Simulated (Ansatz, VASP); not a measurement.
## One calculation of Pb, two programs

INCAR

```
SYSTEM = Pb
PREC = Accurate ; ENCUT = 520
EDIFF = 1E-6 ; ISMEAR = -1
SIGMA = 0.05 ; LREAL = .False.
LASPH = .True. ; NELM = 100
ALGO = Normal ; ISIF = 2
LWAVE = .False. ; LCHARG = .False.
GGA = CA ; NBANDS = 21
```

The input KPOINTS:

```
regular mesh
0
Gamma
  7 7 7
  0 0 0
```

File POSCAR:

```
Pb
1.0
    0.0000000000      3.4159188228      3.4159188228
    3.4159188228      0.0000000000      3.4159188228
    3.4159188228      3.4159188228      0.0000000000
Pb
2
Direct
    0.2500000000      0.2500000000      0.2500000000
    0.0000000000      0.0000000000      0.0000000000
```

File input.yaml:

```yaml
crystal:
  lattice:
    - [0.0, 3.4159188228, 3.4159188228]
    - [3.4159188228, 0.0, 3.4159188228]
    - [3.4159188228, 3.4159188228, 0.0]
  atoms:
    - { symbol: Pb, position: [0.25, 0.25, 0.25] }
    - { symbol: Pb, position: [0.0, 0.0, 0.0] }
kpoints:
  mp_grid: { grid: [7, 7, 7] }
scf:
  occupations: { method: fermi_dirac, width: 0.05 }
hamiltonian:
  xc: lda
  pseudopotentials: { kind: all_electron, lapw: { basis_error: 0.001 } }
output:
  forces: true
  stress: true
  eigenvalues: true
```

Change from the starting cell: volume scaled by 0.98.

Alike in both runs: task single point; functional LDA; k mesh 7 × 7 × 7; occupations fermi-dirac, width 0.05 eV; no spin polarisation.

|  | VASP | Ansatz |
| --- | --- | --- |
| version | VASP 6.6.1 | Ansatz 0.2.0 |
| potentials or method | VASP PAW LDA potentials, release 64 (Pb_d), cutoff 520 eV | all-electron LAPW, scalar-relativistic |

```csv
,VASP,Ansatz,Ansatz less VASP
gap on the k mesh at the Fermi level (eV),none,none,-
pressure (GPa),-0.1,-0.1,+0.01
```

LDA's correlation is that of Perdew and Zunger in VASP and of Perdew and Wang (1992) in Ansatz. A gap of «none» marks a metal or a gap that the smearing closes. Ansatz ran all-electron here, and VASP with PAW potentials.

Spin-orbit coupling is off throughout.
